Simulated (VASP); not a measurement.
# Be3Zn2Se5 (I-4m2) in VASP: further runs

Runs on Be3Zn2Se5. Level: PBE. Tasks: single point.

All numbers are computed with VASP 6.6.1; they aren't measurements. Logs are shortened: lines on timing, memory, paths and dates and some standing lists are left out, and cuts for length are marked.

### 1 The cell of the first run

The structure is tetragonal, space group I-4m2 (No. 119). Conventional cell: a = 3.789 Å, b = 3.789 Å, c = 26.793 Å, α = 90.00°, β = 90.00°, γ = 90.00°. Be (site symmetry -4m2) has 4 Se at 2.32 Å within 3.1 Å. Within 3.1 Å of Be (site symmetry 2mm) lie 4 Se at 2.32 Å. Zn (site symmetry 2mm) has 4 Se at 2.32 Å within 3.1 Å. Se (site symmetry 2mm) has 2 Be at 2.32 Å and 2 Zn at 2.32 Å within 3.1 Å. Se (site symmetry -4m2) has 4 Zn at 2.32 Å within 3.1 Å. Within 3.1 Å of Se (site symmetry 2mm) lie 4 Be at 2.32 Å.

### 2 Single point, PBE

File INCAR:

```
  ALGO = Normal
  EDIFF = 1E-6
  ENCUT = 520
  GGA = PE
  ISIF = 2
  ISMEAR = 0
  LASPH = T
  LCHARG = T
  LELF = T
  LREAL = F
  LVHAR = T
  LWAVE = F
  NBANDS = 41
  NELM = 80
  PREC = Accurate
  SIGMA = 0.1
```

File KPOINTS:

```
k-points
0
Gamma
  6 6 6
```

File POSCAR:

```
Be3Zn2Se5
1.0
   -1.8945352600      1.8945352600     13.3963873300
    1.8945352600     -1.8945352600     13.3963873300
    1.8945352600      1.8945352600    -13.3963873300
Be Zn Se
3 2 5
Direct
    0.0000000000      0.0000000000      0.0000000000
    0.6000000000      0.6000000000      0.0000000000
    0.4000000000      0.4000000000      0.0000000000
    0.2000000000      0.2000000000      0.0000000000
    0.8000000000      0.8000000000      0.0000000000
    0.6500000000      0.1500000000      0.5000000000
    0.2500000000      0.7500000000      0.5000000000
    0.8500000000      0.3500000000      0.5000000000
    0.4500000000      0.9500000000      0.5000000000
    0.0500000000      0.5500000000      0.5000000000
```

Potentials or basis: VASP PAW PBE potentials, release 64 (Be, Zn, Se).

Launch:

```sh
cat potpaw_PBE.64/Be/POTCAR potpaw_PBE.64/Zn/POTCAR potpaw_PBE.64/Se/POTCAR > POTCAR
mpirun -np 1 vasp_std > vasp.out
```

OUTCAR:

```text
EDIFF = 1E-6
   ENCUT = 520
   GGA = PE
   ISIF = 2
   ISMEAR = 0
   LASPH = T
   LREAL = F
   NELM = 80
   PREC = Accurate

 ion  position               nearest neighbor table
   1  0.000  0.000  0.000-  10 2.32   9 2.32  10 2.32   9 2.32
   2  0.600  0.600  0.000-   6 2.32   6 2.32  10 2.32  10 2.32
   3  0.400  0.400  0.000-   8 2.32   8 2.32   9 2.32   9 2.32
   4  0.200  0.200  0.000-   7 2.32   7 2.32   6 2.32   6 2.32
   5  0.800  0.800  0.000-   7 2.32   7 2.32   8 2.32   8 2.32
   6  0.650  0.150  0.500-   2 2.32   2 2.32   4 2.32   4 2.32
   7  0.250  0.750  0.500-   5 2.32   4 2.32   5 2.32   4 2.32
   8  0.850  0.350  0.500-   3 2.32   3 2.32   5 2.32   5 2.32
   9  0.450  0.950  0.500-   1 2.32   1 2.32   3 2.32   3 2.32
  10  0.050  0.550  0.500-   1 2.32   1 2.32   2 2.32   2 2.32

  LATTYP: Found a body centered tetragonal cell.
 ALAT       =     3.7890705200
 C/A-ratio  =     7.0710678301

  Lattice vectors:

 A1 = (  -1.8945352600,   1.8945352600,  13.3963873300)
 A2 = (   1.8945352600,  -1.8945352600,  13.3963873300)
 A3 = (   1.8945352600,   1.8945352600, -13.3963873300)

Analysis of symmetry for initial positions (statically):
=====================================================================
 Subroutine PRICEL returns:
 Original cell was already a primitive cell.

 Routine SETGRP: Setting up the symmetry group for a
 body centered tetragonal supercell.

 Subroutine GETGRP returns: Found  8 space group operations
 (whereof  8 operations were pure point group operations)
 out of a pool of 16 trial point group operations.

The static configuration has the point symmetry D_2d.

Analysis of symmetry for dynamics (positions and initial velocities):
=====================================================================
 Subroutine PRICEL returns:
 Original cell was already a primitive cell.

 Routine SETGRP: Setting up the symmetry group for a
 body centered tetragonal supercell.

 Subroutine GETGRP returns: Found  8 space group operations
 (whereof  8 operations were pure point group operations)
 out of a pool of 16 trial point group operations.

The dynamic configuration has the point symmetry D_2d.

 Subroutine INISYM returns: Found  8 space group operations
 (whereof  8 operations are pure point group operations),
 and found     1 'primitive' translations

----------------------------------------------------------------------------------------

                                     Primitive cell

  volume of cell :     192.3327

  direct lattice vectors                    reciprocal lattice vectors
    -1.894535260  1.894535260 13.396387330     0.000000000  0.263916967  0.037323495
     1.894535260 -1.894535260 13.396387330     0.263916967  0.000000000  0.037323495
     1.894535260  1.894535260-13.396387330     0.263916967  0.263916967  0.000000000

  length of vectors
    13.661688080 13.661688080 13.661688080     0.266543071  0.266543071  0.373234954

  position of ions in fractional coordinates (direct lattice)
     0.000000000  0.000000000  0.000000000
     0.600000000  0.600000000  0.000000000
     0.400000000  0.400000000  0.000000000
     0.200000000  0.200000000  0.000000000
     0.800000000  0.800000000  0.000000000
     0.650000000  0.150000000  0.500000000
     0.250000000  0.750000000  0.500000000
     0.850000000  0.350000000  0.500000000
     0.450000000  0.950000000  0.500000000
     0.050000000  0.550000000  0.500000000

  ion indices of the primitive-cell ions
   primitive index   ion index
                 1           1
                 2           2
                 3           3
                 4           4
                 5           5
                 6           6
                 7           7
                 8           8
                 9           9
                10          10

----------------------------------------------------------------------------------------

 KPOINTS: k-points

Automatic generation of k-mesh.
 Grid dimensions read from file:
 generate k-points for:    6    6    6

 Generating k-lattice:

  Cartesian coordinates                     Fractional coordinates (reciprocal lattice)
     0.000000000  0.043986161  0.006220583     0.166666667 -0.000000000  0.000000000
     0.043986161  0.000000000  0.006220583    -0.000000000  0.166666667  0.000000000
     0.043986161  0.043986161  0.000000000     0.000000000  0.000000000  0.166666667

  Length of vectors
     0.044423845  0.044423845  0.062205826

  Shift w.r.t. Gamma in fractional coordinates (k-lattice)
     0.000000000  0.000000000  0.000000000

 Subroutine IBZKPT returns following result:
 ===========================================

 Found     30 irreducible k-points:

 Following reciprocal coordinates:
            Coordinates               Weight
  0.000000  0.000000  0.000000      1.000000
  0.166667 -0.000000  0.000000      8.000000
  0.333333  0.000000  0.000000      8.000000
  0.500000 -0.000000  0.000000      4.000000
  0.166667  0.166667  0.000000      8.000000
  0.333333  0.166667  0.000000     16.000000
[... 16 lines left out ...]
 -0.333333 -0.333333  0.166667      8.000000
 -0.166667 -0.333333  0.166667      8.000000
 [... further k-points ...]
   k-points           NKPTS =     30   k-points in BZ     NKDIM =     30   number of bands    NBANDS=     41
   number of dos      NEDOS =    301   number of ions     NIONS =     10
   total plane-waves  NPLWV = ******
   dimension x,y,z NGX =   108 NGY =  108 NGZ =  108
   dimension x,y,z NGXF=   216 NGYF=  216 NGZF=  216
   ions per type =               3   2   5
   NGX,Y,Z   is equivalent  to a cutoff of  13.14, 13.14, 13.14 a.u.
   NGXF,Y,Z  is equivalent  to a cutoff of  26.28, 26.28, 26.28 a.u.
 SYSTEM =  unknown system
   PREC   = accura    normal or accurate (medium, high low for compatibility)
   ISTART =      0    job   : 0-new  1-cont  2-samecut
   ICHARG =      2    charge: 1-file 2-atom 10-const
   ISPIN  =      1    spin polarized calculation?
   LNONCOLLINEAR =      F non collinear calculations
   LSORBIT =      F    spin-orbit coupling
   LASPH  =      T    aspherical Exc in radial PAW
   ENCUT  =  520.0 eV  38.22 Ry    6.18 a.u.  25.40 25.40 25.40*2*pi/ulx,y,z
   NELM   =     80;   NELMIN=  2; NELMDL= -5     # of ELM steps
   EDIFF  = 0.1E-05   stopping-criterion for ELM
   LREAL  =      F    real-space projection
   EDIFFG = 0.1E-04   stopping-criterion for IOM
   NSW    =      0    number of steps for IOM
   IBRION =     -1    ionic relax: 0-MD 1-quasi-New 2-CG
   NFREE  =      0    steps in history (QN), initial steepest desc. (CG)
   ISIF   =      2    stress and relaxation
   ISYM   =      2    0-nonsym 1-usesym 2-fastsym
   POTIM  = 0.5000    time-step for ionic-motion
   TEBEG  =    0.0;   TEEND  =   0.0 temperature during run
   PSTRESS=    0.0 pullay stress
   NELECT =      60.0000    total number of electrons
   NUPDOWN=      -1.0000    fix difference up-down
   EMIN   =  10.00;   EMAX   =-10.00  energy-range for DOS
   EFERMI =   0.00;   METHOD = LEGACY
   ISMEAR =     0;   SIGMA  =   0.10  broadening in eV -4-tet -1-fermi 0-gaus
   EFERMI_NEDOS =   21; number of points for ismear=-14 and -15
   IALGO  =     38    algorithm
   IMIX   =      4    mixing-type and parameters
     AMIX     =   0.40;   BMIX     =  1.00
     AMIX_MAG =   1.60;   BMIX_MAG =  1.00
  volume/ion in A,a.u.               =      19.23       129.79
  Fermi-wavevector in a.u.,A,eV,Ry     =   1.110301  2.098165 16.772843  1.232769
  Thomas-Fermi vector in A             =   2.246851
   LORBIT       =      0    0 simple, 1 ext, 2 COOP (PROOUT), +10 PAW based schemes
   GGA     = PE    functional components
   LHFCALC =     F    Hartree Fock is set to
   AEXX    =    0.0000 exact exchange contribution
   IVDW    =     0    specifies the selected vdW correction
   LEPSILON=     F    determine dielectric tensor
   LRPA    =     F    only Hartree local field effects (RPA)
 non-spin polarized calculation
 Gauss-broadening in eV      SIGMA  =   0.10
  energy-cutoff  :      520.00
  volume of cell :      192.33
 maximum number of plane-waves:      5206
 NGX is ok and might be reduce to   108
   NGX = 51   NGY = 51   NGZ = 51

 number of electron      59.9999991 magnetization

 Free energy of the ion-electron system (eV)
  ---------------------------------------------------
  ext. energy  EPLUGINS =         0.00000000
  ---------------------------------------------------
  free energy    TOTEN  =       -37.56710764 eV

  energy without entropy =      -37.56710764  energy(sigma->0) =      -37.56710764

 E-fermi :   3.1920     XC(G=0):  -9.4100

 val. band max:        2.7226368472   @ k =   0.0000   0.0000   0.0000
 cond. band min:       5.3299698001   @ k =   0.5000   0.5000   0.5000
 fundamental gap:      2.6073329529
 Fermi energy:         3.1919828057

 k-point     1 :       0.0000    0.0000    0.0000
  band No.  band energies     occupation
      1     -11.1878      2.00000
      2     -10.5666      2.00000
      3     -10.4784      2.00000
      4      -9.8432      2.00000
      5      -9.5341      2.00000
      6      -4.3327      2.00000
[... 33 lines left out ...]
     40       7.7209      0.00000
     41       7.7274      0.00000

 k-point     2 :       0.1667   -0.0000    0.0000
  band No.  band energies     occupation
      1     -11.0375      2.00000
      2     -10.4699      2.00000
      3     -10.3367      2.00000
      4      -9.8229      2.00000
      5      -9.4958      2.00000
      6      -4.2719      2.00000
[... 957 lines left out ...]
     40       8.4889      0.00000
     41       8.6415      0.00000

 k-point    24 :      -0.1667   -0.3333    0.1667
  band No.  band energies     occupation
      1     -11.0332      2.00000
      2     -10.5330      2.00000
      3     -10.2362      2.00000
      4      -9.8866      2.00000
      5      -9.4738      2.00000
      6      -4.2719      2.00000
[... 33 lines left out ...]
     40       8.0953      0.00000
     41       8.3995      0.00000

 [... further k-points ...]

------------------------ aborting loop because EDIFF is reached ----------------------------------------

  FORCE on cell =-STRESS in cart. coord.  units (eV):
  Direction    XX          YY          ZZ          XY          YZ          ZX
  --------------------------------------------------------------------------------------
  -------------------------------------------------------------------------------------
  Total        4.4703510      4.4703510      4.3872931      0.0000000      0.0000000     -0.0000000
  in kB       37.2390963     37.2390963     36.5472041      0.0000000      0.0000000     -0.0000000
  external PRESSURE =      37.0084656 kB  Pullay stress =       0.0000000 kB

 VOLUME and BASIS-vectors are now :
 -----------------------------------------------------------------------------
  energy-cutoff  :      520.00
  volume of cell :      192.33
      direct lattice vectors                 reciprocal lattice vectors
    -1.894535260  1.894535260 13.396387330     0.000000000  0.263916967  0.037323495
     1.894535260 -1.894535260 13.396387330     0.263916967  0.000000000  0.037323495
     1.894535260  1.894535260-13.396387330     0.263916967  0.263916967  0.000000000

 POSITION                                       TOTAL-FORCE (eV/Angst)
 -----------------------------------------------------------------------------------
      0.00000      0.00000      0.00000         0.000000      0.000000      0.000000
      0.00000      0.00000     16.07566         0.000000      0.000000     -0.054828
      0.00000      0.00000     10.71711         0.000000      0.000000      0.054828
      0.00000      0.00000      5.35855         0.000000      0.000000     -0.072283
      0.00000      0.00000     21.43422         0.000000      0.000000      0.072283
      0.00000      1.89454      4.01892        -0.000000     -0.000000     -2.079527
      1.89454     -0.00000      6.69819         0.000000      0.000000      0.000000
      0.00000      1.89454      9.37747        -0.000000     -0.000000      2.079527
      1.89454      0.00000     12.05675         0.000000      0.000000      0.008237
      1.89454      0.00000      1.33964         0.000000      0.000000     -0.008237
 -----------------------------------------------------------------------------------
    total drift:                               -0.000001      0.000001      0.000000

  FREE ENERGIE OF THE ION-ELECTRON SYSTEM (eV)
  ---------------------------------------------------
  free  energy   TOTEN  =       -37.5671076415 eV

  energy  without entropy=      -37.5671076415  energy(sigma->0) =      -37.56710764
```

It took 69 min on 1 thread of Intel Xeon Platinum 8488C (Sapphire Rapids), shared host; peak memory 2 GiB.

What came out:

```yaml
Free_energy: -37.5671 eV
Pressure: 3.7 GPa
Largest_force: 2.080 eV/Å
Band_gap_on_the_k_mesh: 2.61 eV (least direct gap 2.70 eV)
```

Forces on the atoms (eV/Å):
```
Be   0.000  0.000  0.000
Be   0.000  0.000 -0.055
Be   0.000  0.000  0.055
Zn   0.000  0.000 -0.072
Zn   0.000  0.000  0.072
Se   0.000  0.000 -2.080
Se   0.000  0.000  0.000
Se   0.000  0.000  2.080
Se   0.000  0.000  0.008
Se   0.000  0.000 -0.008
```

Caveat: the cell stands under pressure; forces of over 1 eV/Å act on the atoms, so gaps and moduli don't describe the material at rest. A k mesh can miss the band edges.

### 3 Single point, PBE

This run uses another cell than the first one, of 19.72 Å³/atom.

File INCAR:

```
PREC = Accurate ; ENCUT = 520
EDIFF = 1E-6 ; ISMEAR = 0
SIGMA = 0.1 ; LREAL = False
LASPH = True ; NELM = 100
ALGO = Normal ; ISIF = 2
LWAVE = False ; LCHARG = True
GGA = PE ; LELF = True
LVHAR = True ; NBANDS = 41
```

File KPOINTS:

```
Automatic mesh
0
Gamma
  6 6 6
```

File POSCAR:

```
Be3Zn2Se5
1.0
   -1.9003688845      1.9003688845     13.6492930650
    1.9003688845     -1.9003688845     13.6492930650
    1.9003688845      1.9003688845    -13.6492930650
Be Zn Se
3 2 5
Direct
    0.0000000000      0.0000000000      0.0000000000
    0.5921205327      0.5921205327      0.0000000000
    0.4078794673      0.4078794673      0.0000000000
    0.1939491100      0.1939491100      0.0000000000
    0.8060508900      0.8060508900      0.0000000000
    0.6373744584      0.1373744584      0.5000000000
    0.2500000000      0.7500000000      0.5000000000
    0.8626255416      0.3626255416      0.5000000000
    0.4540122445      0.9540122445      0.5000000000
    0.0459877555      0.5459877555      0.5000000000
```

Potentials or basis: VASP PAW PBE potentials, release 64 (Be, Zn, Se).

Launch:

```sh
cat potpaw_PBE.64/Be/POTCAR potpaw_PBE.64/Zn/POTCAR potpaw_PBE.64/Se/POTCAR > POTCAR
mpirun -np 1 vasp_std > vasp.out
```

It took 63 min on 1 thread of Intel Xeon Platinum 8488C (Sapphire Rapids), shared host; peak memory 2 GiB.

Results (log left out):

| Item | Value |
| --- | --- |
| Free energy | -38.3304 eV |
| Pressure | 0.2 GPa |
| Largest force | 0.007 eV/Å |
| Band gap on the k mesh | 2.36 eV |

Forces on the atoms (eV/Å):
```
Be   0.000  0.000  0.000
Be   0.000  0.000 -0.007
Be   0.000  0.000  0.007
Zn   0.000  0.000 -0.001
Zn   0.000  0.000  0.001
Se   0.000  0.000 -0.003
Se   0.000  0.000  0.000
Se   0.000  0.000  0.003
Se   0.000  0.000 -0.002
Se   0.000  0.000  0.002
```

Levels at points of the mesh, in eV from the valence-band top:
```csv
k point,band 27,band 28,band 29,band 30,band 31,band 32,band 33,band 34
"(0.00, 0.00, 0.00)",-1.02,-0.26,0.00,0.00,2.36,2.52,3.08,3.85
"(0.50, 0.00, 0.00)",-1.53,-1.10,-0.55,-0.44,3.06,3.40,3.99,4.36
"(0.50, 0.50, 0.00)",-2.68,-2.59,-2.47,-2.40,2.68,3.33,3.37,3.42
"(0.50, 0.50, 0.50)",-0.62,-0.62,-0.16,-0.16,2.44,2.93,3.19,3.70
```

A k mesh can miss the band edges.
